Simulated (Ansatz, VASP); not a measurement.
# One calculation of SiO2, two programs

```
Si O
1.0
     0.00000    2.30945    2.30945
     2.30945    0.00000    2.30945
     2.30945    2.30945    0.00000
Si O
1 2
Direct
  0.00000 0.00000 0.00000
  0.25000 0.25000 0.25000
  0.75000 0.75000 0.75000
```

Change from the starting cell: hydrostatic strain +2.0%.

Alike in both runs: task single point; functional HSE06; k mesh 6 × 6 × 6; no spin polarisation.

|  | VASP | Ansatz |
| --- | --- | --- |
| version | VASP 6.6.1 | Ansatz 0.2.0 |
| potentials or method | VASP PAW PBE potentials, release 64 (Si, O) | plane waves, PAW |
| plane-wave cutoff (eV) | 520 | 420 |
| occupations | gaussian, width 0.01 eV | fixed |
| valence electrons in the cell | 16 | 16 |

Ansatz gave:

* gap on the k mesh at the Fermi level (eV): 2.91
* pressure (GPa): -20.2

Estimate VASP's values.

gap on the k mesh at the Fermi level (eV): 2.87; pressure (GPa): -19.8.

Ansatz's warnings: stress exchange threshold loose, stress scf threshold loose.
